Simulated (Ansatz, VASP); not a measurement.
C in VASP and in Ansatz

```
C
1.0
     1.16316   -2.06887    0.00000
     1.16316    2.06887    0.00000
     0.00000    0.00000    7.16915
C
4
Direct
  0.08332 0.91668 0.74984
  0.58332 0.41668 0.25016
  0.91668 0.08332 0.25016
  0.41668 0.58332 0.74984
```

Change from the starting cell: volume 8.626 Å^3 an atom, stretch along a over the lengths across it, relative to the relaxed cell 0.9736.

Alike in both runs: task single point; functional PBEsol; k mesh 21 × 21 × 6; occupations gaussian, width 0.15 eV; no spin polarisation.

|  | VASP | Ansatz |
| --- | --- | --- |
| version | VASP 6.6.1 | Ansatz 0.2.0 |
| potentials or method | VASP PAW PBE potentials, release 64 (C), cutoff 520 eV | scalar-relativistic, plane waves, PAW |
| valence electrons in the cell | 16 | 16 |

|  | VASP | Ansatz | Ansatz less VASP |
| --- | --- | --- | --- |
| gap on the k mesh at the Fermi level (eV) | 0.05 | 0.05 | 0.000 |
| least direct gap on the mesh (eV) | 0.10 | 0.10 | -0.001 |
| rms of the force components (eV/Å) | 0.368 | 0.365 | -0.0032 |

VASP's potentials were made for PBE, not for PBEsol, and Ansatz warns of the same on its side. Atom by atom the forces differ by 0.003 eV/Å (rms over components). The functional is the same, so the differences come from potentials, cutoffs and numerics.
